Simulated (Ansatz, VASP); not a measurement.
**Two plane-wave programs on HgTe**

```
CELL_PARAMETERS angstrom
0.00000 3.24559 3.24559
3.24559 0.00000 3.24559
3.24559 3.24559 0.00000
ATOMIC_POSITIONS crystal
Hg 0.00000 0.00000 0.00000
Te 0.25000 0.25000 0.25000
```

Alike in both runs: task single point; functional PBEsol; k mesh 4 × 4 × 4; occupations gaussian, width 0.05 eV; no spin polarisation.

|  | VASP | Ansatz |
| --- | --- | --- |
| version | VASP 6.6.1 | Ansatz 0.2.0 |
| potentials or method | VASP PAW PBE potentials, release 64 (Hg, Te), cutoff 500 eV | scalar-relativistic, plane waves, PAW |
| valence electrons in the cell | 18 | 36 |

|  | VASP | Ansatz | Ansatz less VASP |
| --- | --- | --- | --- |
| gap on the k mesh at the Fermi level (eV) | none | none | - |
| pressure (GPa) | 0.9 | 0.8 | -0.12 |

VASP's potentials were made for PBE, not for PBEsol. A gap of «none» marks a metal or a gap that the smearing closes. VASP's potentials hold 18 valence electrons a cell and Ansatz's 36, so a difference there can come from the potentials and not from the codes.

The k mesh is coarse, so the values compare programs but aren't converged. Neither program's run includes spin-orbit coupling.
